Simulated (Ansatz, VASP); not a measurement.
## LiTiH3: VASP beside Ansatz

File INCAR:

```
SYSTEM = LiTiH3
PREC = Accurate ; ENCUT = 520
EDIFF = 1E-6 ; ISMEAR = 0
SIGMA = 0.1 ; LREAL = .FALSE.
LASPH = .TRUE. ; NELM = 100
ALGO = Normal ; ISIF = 2
LWAVE = .FALSE. ; LCHARG = .FALSE.
GGA = PE ; NBANDS = 29
```

The input KPOINTS:

```
Automatic mesh
0
G
  6 6 6
  0 0 0
```

Contents of POSCAR:

```
LiTiH3
1.0
   -3.8767449211      2.2629912310      2.3761499349
    3.8767449211     -2.2629912310      2.3761499349
    3.8767449211      2.2629912310     -2.3761499349
Li Ti H
2 2 6
Direct
    0.5370196865      0.2631669870      0.7738526995
    0.4893142875      0.7631669870      0.2261473005
    0.9998788833      0.4998788833      0.5000000000
    0.9998788833      0.9998788833      0.0000000000
    0.0797289205      0.2247292859      0.3549996346
    0.4984787145      0.8579497477      0.8444748325
    0.0134749152      0.3579497477      0.8594710332
    0.8697296512      0.7247292859      0.6450003654
    0.4984787145      0.1540038820      0.1405289668
    0.0134749152      0.6540038820      0.1555251675
```

Input for Ansatz:

```yaml
crystal:
  lattice:
    - [-3.8767449211, 2.262991231, 2.3761499349]
    - [3.8767449211, -2.262991231, 2.3761499349]
    - [3.8767449211, 2.262991231, -2.3761499349]
  atoms:
    - { symbol: Li, position: [0.5370196865, 0.263166987, 0.7738526995] }
    - { symbol: Li, position: [0.4893142875, 0.763166987, 0.2261473005] }
    - { symbol: Ti, position: [0.9998788833, 0.4998788833, 0.5] }
    - { symbol: Ti, position: [0.9998788833, 0.9998788833, 0.0] }
    - { symbol: H, position: [0.0797289205, 0.2247292859, 0.3549996346] }
    - { symbol: H, position: [0.4984787145, 0.8579497477, 0.8444748325] }
    - { symbol: H, position: [0.0134749152, 0.3579497477, 0.8594710332] }
    - { symbol: H, position: [0.8697296512, 0.7247292859, 0.6450003654] }
    - { symbol: H, position: [0.4984787145, 0.154003882, 0.1405289668] }
    - { symbol: H, position: [0.0134749152, 0.654003882, 0.1555251675] }
basis:
  ecutwfc: 420
kpoints:
  mp_grid: { grid: [6, 6, 6] }
hamiltonian:
  xc: pbe
scf:
  occupations: { method: gaussian, width: 0.1 }
  lower_state_search: "off"
output:
  forces: true
  stress: true
  eigenvalues: true
```

Change from the starting cell: the structure that the rattled cell fell into.

Alike in both runs: task single point; functional PBE; k mesh 6 × 6 × 6; occupations gaussian, width 0.1 eV; no spin polarisation.

|  | VASP | Ansatz |
| --- | --- | --- |
| version | VASP 6.6.1 | Ansatz 0.2.0 |
| potentials or method | VASP PAW PBE potentials, release 64 (Li_sv, Ti_sv, H), cutoff 520 eV | scalar-relativistic, plane waves, PAW |
| valence electrons in the cell | 36 | 36 |

```tsv
	VASP	Ansatz	Ansatz less VASP
gap on the k mesh at the Fermi level (eV)	none	none	-
rms of the force components (eV/Å)	0.004	0.004	-0.0006
```

Atom by atom the forces differ by 0.002 eV/Å (rms over components). A gap of «none» marks a metal or a gap that the smearing closes.

Noted on VASP's run: the cutoff is under 1.25 times that of the potentials, so the pressure is a little rough.
